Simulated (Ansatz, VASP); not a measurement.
**Two plane-wave programs on HfO2**

```xyz
6
Lattice="4.8813 0.0000 0.0000 0.0000 4.8813 0.0000 0.0000 0.0000 3.2380" Properties=species:S:1:pos:R:3 pbc="T T T"
Hf    0.0000    0.0000   -0.6900
Hf    2.4406    2.4406    1.6190
O     0.9511    3.9302    1.6190
O     1.4896    1.4896    0.0000
O     3.3917    3.3917    0.0000
O     3.9302    0.9511    1.6190
```

Alike in both runs: task single point; functional PBE; k mesh 6 × 6 × 8; occupations gaussian, width 0.05 eV; no spin polarisation.

```csv
,VASP,Ansatz
version,VASP 6.6.1,Ansatz 0.2.0
potentials or method,"VASP PAW PBE potentials, release 64 (Hf_pv, O), cutoff 520 eV","scalar-relativistic, plane waves, PAW"
valence electrons in the cell,44,76
```

|  | VASP | Ansatz | Ansatz less VASP |
| --- | --- | --- | --- |
| gap on the k mesh at the Fermi level (eV) | 4.16 | 4.17 | +0.010 |
| least direct gap on the mesh (eV) | 4.58 | 4.61 | +0.034 |
| rms of the force components (eV/Å) | 6.842 | 6.816 | -0.0254 |

Atom by atom the forces differ by 0.048 eV/Å (rms over components). VASP's potentials hold 44 valence electrons a cell and Ansatz's 76, so a difference there can come from the potentials and not from the codes.

Spin-orbit coupling is off throughout.
